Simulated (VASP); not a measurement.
# W (P6_3/mmc) in VASP: a series of runs

The runs below take W through single point, relaxation of cell and atoms, with PBEsol.

All numbers are computed with VASP 6.6.1; they aren't measurements. Logs are shortened: lines on timing, memory, paths and dates and some standing lists are left out, and cuts for length are marked.

## (1) The cell of the first run

The structure is hexagonal, space group P6_3/mmc (No. 194). The conventional cell has a = 2.760 Å, b = 2.760 Å, c = 9.731 Å, α = 90.00°, β = 90.00°, γ = 120.00°. Within 3.6 Å of W (site symmetry -3m) lie 12 W at 2.76 to 2.91 Å. Within 3.6 Å of W (site symmetry -6m2) lie 12 W at 2.76 to 2.91 Å.

This isn't the form of W at room conditions, which is bcc.

## (2) Single point, PBEsol

File INCAR:

```
PREC = Accurate ; ENCUT = 520
EDIFF = 1E-7 ; ISMEAR = 0
SIGMA = 0.1 ; LREAL = F
LASPH = T ; NELM = 100
ALGO = Fast ; ISIF = 2
LWAVE = F ; LCHARG = T
GGA = PS ; LELF = T
LVHAR = T ; NBANDS = 36
```

File KPOINTS:

```
Automatic mesh
0
Gamma
  9 9 2
```

File POSCAR:

```
W
1.0
    2.7602479188      0.0000000000      0.0000000000
   -1.3801239594      2.3904448184      0.0000000000
    0.0000000000      0.0000000000      9.7305738971
W
4
Direct
    0.0000000000      0.0000000000      0.0000000000
    0.0000000000      0.0000000000      0.5000000000
    0.3333333333      0.6666666667      0.7500000000
    0.6666666667      0.3333333333      0.2500000000
```

Potentials or basis: VASP PAW PBE potentials, release 64 (W_sv).

Launch:

```
$ cat potpaw_PBE.64/W_sv/POTCAR > POTCAR
$ mpirun -np 1 vasp_std > vasp.out
```

OUTCAR:

```text
PREC = Accurate
   ENCUT = 520
   EDIFF = 1E-7
   ISMEAR = 0
   LREAL = F
   LASPH = T
   NELM = 100
   ISIF = 2
   GGA = PS

 ion  position               nearest neighbor table
   1  0.000  0.000  0.000-   3 2.91   4 2.91   3 2.91   4 2.91   4 2.91   3 2.91
   2  0.000  0.000  0.500-   3 2.91   4 2.91   3 2.91   4 2.91   4 2.91   3 2.91
   3  0.333  0.667  0.750-   1 2.91   2 2.91   1 2.91   2 2.91   1 2.91   2 2.91
   4  0.667  0.333  0.250-   1 2.91   2 2.91   1 2.91   2 2.91   1 2.91   2 2.91

  LATTYP: Found a hexagonal cell.
 ALAT       =     2.7602479188
 C/A-ratio  =     3.5252535944

  Lattice vectors:

 A1 = (   2.7602479188,   0.0000000000,   0.0000000000)
 A2 = (  -1.3801239594,   2.3904448184,   0.0000000000)
 A3 = (   0.0000000000,   0.0000000000,   9.7305738971)

Analysis of symmetry for initial positions (statically):
=====================================================================
 Subroutine PRICEL returns:
 Original cell was already a primitive cell.

 Routine SETGRP: Setting up the symmetry group for a
 hexagonal supercell.

 Subroutine GETGRP returns: Found 24 space group operations
 (whereof 12 operations were pure point group operations)
 out of a pool of 24 trial point group operations.

The static configuration has the point symmetry D_3d.
 The point group associated with its full space group is D_6h.

Analysis of symmetry for dynamics (positions and initial velocities):
=====================================================================
 Subroutine PRICEL returns:
 Original cell was already a primitive cell.

 Routine SETGRP: Setting up the symmetry group for a
 hexagonal supercell.

 Subroutine GETGRP returns: Found 24 space group operations
 (whereof 12 operations were pure point group operations)
 out of a pool of 24 trial point group operations.

The dynamic configuration has the point symmetry D_3d.
 The point group associated with its full space group is D_6h.

 Subroutine INISYM returns: Found 24 space group operations
 (whereof 12 operations are pure point group operations),
 and found     1 'primitive' translations

----------------------------------------------------------------------------------------

                                     Primitive cell

[... 90 lines left out ...]
   LASPH  =      T    aspherical Exc in radial PAW
   ENCUT  =  520.0 eV  38.22 Ry    6.18 a.u.   5.13  5.13 18.09*2*pi/ulx,y,z
   NELM   =    100;   NELMIN=  2; NELMDL= -5     # of ELM steps
   EDIFF  = 0.1E-06   stopping-criterion for ELM
   LREAL  =      F    real-space projection
   EDIFFG = 0.1E-05   stopping-criterion for IOM
   NSW    =      0    number of steps for IOM
   IBRION =     -1    ionic relax: 0-MD 1-quasi-New 2-CG
   NFREE  =      0    steps in history (QN), initial steepest desc. (CG)
   ISIF   =      2    stress and relaxation
   ISYM   =      2    0-nonsym 1-usesym 2-fastsym
   POTIM  = 0.5000    time-step for ionic-motion
   TEBEG  =    0.0;   TEEND  =   0.0 temperature during run
   PSTRESS=    0.0 pullay stress
   NELECT =      56.0000    total number of electrons
   NUPDOWN=      -1.0000    fix difference up-down
   EMIN   =  10.00;   EMAX   =-10.00  energy-range for DOS
   EFERMI =   0.00;   METHOD = LEGACY
   ISMEAR =     0;   SIGMA  =   0.10  broadening in eV -4-tet -1-fermi 0-gaus
   EFERMI_NEDOS =   21; number of points for ismear=-14 and -15
   IALGO  =     68    algorithm
   IMIX   =      4    mixing-type and parameters
     AMIX     =   0.40;   BMIX     =  1.00
     AMIX_MAG =   1.60;   BMIX_MAG =  1.00
  volume/ion in A,a.u.               =      16.05       108.32
  Fermi-wavevector in a.u.,A,eV,Ry     =   1.564164  2.955842 33.288157  2.446610
  Thomas-Fermi vector in A             =   2.666829
   LORBIT       =      0    0 simple, 1 ext, 2 COOP (PROOUT), +10 PAW based schemes
   GGA     = PS    functional components
   LHFCALC =     F    Hartree Fock is set to
   AEXX    =    0.0000 exact exchange contribution
   IVDW    =     0    specifies the selected vdW correction
   LEPSILON=     F    determine dielectric tensor
   LRPA    =     F    only Hartree local field effects (RPA)
 non-spin polarized calculation
 RMM-DIIS sequential band-by-band and
 Gauss-broadening in eV      SIGMA  =   0.10
  energy-cutoff  :      520.00
  volume of cell :       64.20
 maximum number of plane-waves:      1752
 NGX is ok and might be reduce to    24
   NGX = 11   NGY = 11   NGZ = 37

 number of electron      55.9999996 magnetization

 Free energy of the ion-electron system (eV)
  ---------------------------------------------------
  ext. energy  EPLUGINS =         0.00000000
  ---------------------------------------------------
  free energy    TOTEN  =       -53.22555248 eV

  energy without entropy =      -53.20824162  energy(sigma->0) =      -53.21689705

 E-fermi :  10.7191     XC(G=0): -13.6760

 val. band max:       10.6977713565   @ k =   0.1111  -0.0000   0.5000
 cond. band min:      10.7260039871   @ k =   0.0000   0.0000   0.0000
 fundamental gap:      0.0282326307
 Fermi energy:        10.7190623765

 k-point     1 :       0.0000    0.0000    0.0000
  band No.  band energies     occupation
      1     -62.9821      2.00000
      2     -62.9541      2.00000
      3     -62.9199      2.00000
      4     -62.8916      2.00000
      5     -27.7719      2.00000
      6     -27.2938      2.00000
[... 925 lines left out ...]
     35      15.1196      0.00000
     36      15.1198      0.00000

------------------------ aborting loop because EDIFF is reached ----------------------------------------

  FORCE on cell =-STRESS in cart. coord.  units (eV):
  Direction    XX          YY          ZZ          XY          YZ          ZX
  --------------------------------------------------------------------------------------
  -------------------------------------------------------------------------------------
  Total        0.2826905      0.2826905      0.2436979      0.0000000     -0.0000000      0.0000000
  in kB        7.0543431      7.0543431      6.0813098      0.0000000     -0.0000000      0.0000000
  external PRESSURE =       6.7299987 kB  Pullay stress =       0.0000000 kB

 VOLUME and BASIS-vectors are now :
 -----------------------------------------------------------------------------
  energy-cutoff  :      520.00
  volume of cell :       64.20
      direct lattice vectors                 reciprocal lattice vectors
     2.760247919  0.000000000  0.000000000     0.362286298  0.209166092  0.000000000
    -1.380123959  2.390444818  0.000000000     0.000000000  0.418332183  0.000000000
     0.000000000  0.000000000  9.730573897     0.000000000  0.000000000  0.102768861

 POSITION                                       TOTAL-FORCE (eV/Angst)
 -----------------------------------------------------------------------------------
      0.00000      0.00000      0.00000        -0.000000      0.000000      0.000000
      0.00000      0.00000      4.86529        -0.000000      0.000000      0.000000
     -0.00000      1.59363      7.29793         0.000000      0.000000     -0.000000
      1.38012      0.79681      2.43264        -0.000000     -0.000000     -0.000000
 -----------------------------------------------------------------------------------
    total drift:                                0.000000      0.000000     -0.000000

  FREE ENERGIE OF THE ION-ELECTRON SYSTEM (eV)
  ---------------------------------------------------
  free  energy   TOTEN  =       -53.2255524794 eV

  energy  without entropy=      -53.2082416168  energy(sigma->0) =      -53.21689705
```

OSZICAR:

```text
N       E                     dE             d eps       ncg     rms          rms(c)
DAV:   1     0.688832783974E+03    0.68883E+03   -0.31713E+04  1728   0.183E+03
DAV:   2    -0.189350609646E+02   -0.70777E+03   -0.69342E+03  1804   0.573E+02
DAV:   3    -0.549590917596E+02   -0.36024E+02   -0.34586E+02  2060   0.123E+02
DAV:   4    -0.558877100730E+02   -0.92862E+00   -0.91739E+00  2076   0.182E+01
DAV:   5    -0.559008663378E+02   -0.13156E-01   -0.13124E-01  2008   0.233E+00    0.415E+01
RMM:   6    -0.537774091431E+02    0.21235E+01   -0.26744E+00  1780   0.103E+01    0.171E+01
RMM:   7    -0.532249897680E+02    0.55242E+00   -0.22248E+00  1919   0.857E+00    0.125E+00
RMM:   8    -0.532261363353E+02   -0.11466E-02   -0.20636E-01  2226   0.212E+00    0.505E-01
RMM:   9    -0.532249045434E+02    0.12318E-02   -0.44167E-02  2273   0.105E+00    0.154E-01
RMM:  10    -0.532254760901E+02   -0.57155E-03   -0.83255E-03  2407   0.461E-01    0.484E-02
RMM:  11    -0.532255425273E+02   -0.66437E-04   -0.11577E-03  2407   0.206E-01    0.137E-02
RMM:  12    -0.532255504259E+02   -0.78985E-05   -0.14970E-04  2455   0.719E-02    0.923E-03
RMM:  13    -0.532255518348E+02   -0.14089E-05   -0.28209E-05  2433   0.335E-02    0.230E-03
RMM:  14    -0.532255522971E+02   -0.46226E-06   -0.52914E-06  2397   0.152E-02    0.238E-03
RMM:  15    -0.532255524014E+02   -0.10430E-06   -0.14010E-06  1990   0.910E-03    0.148E-03
RMM:  16    -0.532255524794E+02   -0.78032E-07   -0.41027E-07  1607   0.478E-03
   1 F= -.53225552E+02 E0= -.53216897E+02  d E =-.173109E-01
```

It took 33 s on 1 thread of Intel Xeon 6975P-C (Granite Rapids), shared host; peak memory 0.2 GiB.

Results:

| Item | Value |
| --- | --- |
| Free energy | -53.2256 eV |
| Pressure | 0.7 GPa |
| Band gap on the k mesh | zero (bands 28 and 29 overlap by 1.72 eV) |

Levels at points of the mesh, in eV from the Fermi level:
```
           k point  band 25  band 26  band 27  band 28  band 29  band 30  band 31  band 32
(0.00, 0.00, 0.00)    -0.61    -0.47    -0.47    -0.17    -0.17    -0.14     0.01     0.01
(0.00, 0.00, 0.50)    -0.49    -0.49    -0.49    -0.49    -0.16    -0.16    -0.16    -0.16
```

Caveat: the PAW data sets were made with another functional, which shifts forces and pressure a little; spin-orbit coupling is left out, which moves the levels of the heavy elements.

## (3) Single point, PBEsol

This run uses another cell than the first one, of 17.05 Å³/atom.

File INCAR:

```
ALGO     = Fast           # electronic algorithm
EDIFF    = 1E-7           # SCF threshold, eV
ENCUT    = 520            # plane-wave cutoff, eV
GGA      = PS             # functional
ISIF     = 2              # what is computed and relaxed
ISMEAR   = 0              # smearing method
LASPH    = T              # aspherical terms in the spheres
LCHARG   = F              # write CHGCAR
LREAL    = F              # projectors in reciprocal space
LWAVE    = F              # write WAVECAR
NBANDS   = 36             # bands
NELM     = 80             # most SCF steps
PREC     = Accurate       # precision mode
SIGMA    = 0.1            # smearing width, eV
```

File KPOINTS:

```
k-points
0
Gamma
  9 9 2
```

File POSCAR:

```
W
1.0
    2.9009331593      0.0000000000      0.0000000000
   -1.4504665796      2.5122818107      0.0000000000
    0.0000000000      0.0000000000      9.3560820043
W
4
Direct
    0.0000000000      0.0000000000      0.0000000000
    0.0000000000      0.0000000000      0.5000000000
    0.3333333333      0.6666666667      0.7500000000
    0.6666666667      0.3333333333      0.2500000000
```

Potentials or basis: VASP PAW PBE potentials, release 64 (W_sv).

Launch:

```
$ cat potpaw_PBE.64/W_sv/POTCAR > POTCAR
$ mpirun -np 1 vasp_std > vasp.out
```

Run time: 33 s. Hardware: 1 thread of Intel Xeon 6975P-C (Granite Rapids), shared host; peak memory 0.2 GiB.

Results (log left out):

```yaml
Free_energy: -52.8010 eV
Pressure: -16.8 GPa
Band_gap_on_the_k_mesh: zero (bands 28 and 29 overlap by 1.28 eV)
```

Stress tensor (GPa, compression positive):
```
-19.81   0.00   0.00
  0.00 -19.81   0.00
  0.00   0.00 -10.64
```

Levels at points of the mesh, in eV from the Fermi level:
```
           k point  band 26  band 27  band 28  band 29  band 30  band 31
(0.00, 0.00, 0.00)    -0.67    -0.39    -0.12    -0.12     0.05     0.05
(0.00, 0.00, 0.50)    -0.56    -0.55    -0.55    -0.28    -0.28    -0.28
```

Caveat: the stress differs along the axes, from -20 to -11 GPa; the PAW data sets were made with another functional, which shifts forces and pressure a little; spin-orbit coupling is left out, which moves the levels of the heavy elements.

(Continued in part 2 of 2.)

The gap in the log of VASP goes by the Fermi energy; the results here count the filled bands.